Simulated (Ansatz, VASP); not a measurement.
**GaF: VASP beside Ansatz**

```
Ga F
1.0
     3.16592    0.00000    0.00000
     0.00000    3.16592    0.00000
     0.00000    0.00000    3.16592
Ga F
1 1
Direct
  0.00000 0.00000 0.00000
  0.50000 0.50000 0.50000
```

Alike in both runs: task single point; functional r2SCAN-based global hybrid with a share of 0.35 of exact exchange; k mesh 5 × 5 × 5; occupations fermi-dirac, width 0.05 eV; no spin polarisation.

|  | VASP | Ansatz |
| --- | --- | --- |
| version | VASP 6.6.1 | Ansatz 0.2.0 |
| potentials or method | VASP PAW PBE potentials, release 64 (Ga_d, F) | Ansatz PAW |
| plane-wave cutoff (eV) | 520 | 500 |
| valence electrons in the cell | 20 | 20 |

```csv
,VASP,Ansatz,Ansatz less VASP
gap on the k mesh at the Fermi level (eV),4.27,4.21,-0.058
least direct gap on the mesh (eV),5.36,5.33,-0.032
pressure (GPa),-1.6,-1.5,+0.15
```

VASP's potentials were made for PBE, not for r2SCAN-based global hybrid.

Noted on Ansatz's run: odd divisions of the mesh miss points on the zone boundary, where band edges often lie, so the gap on the mesh can be too wide.
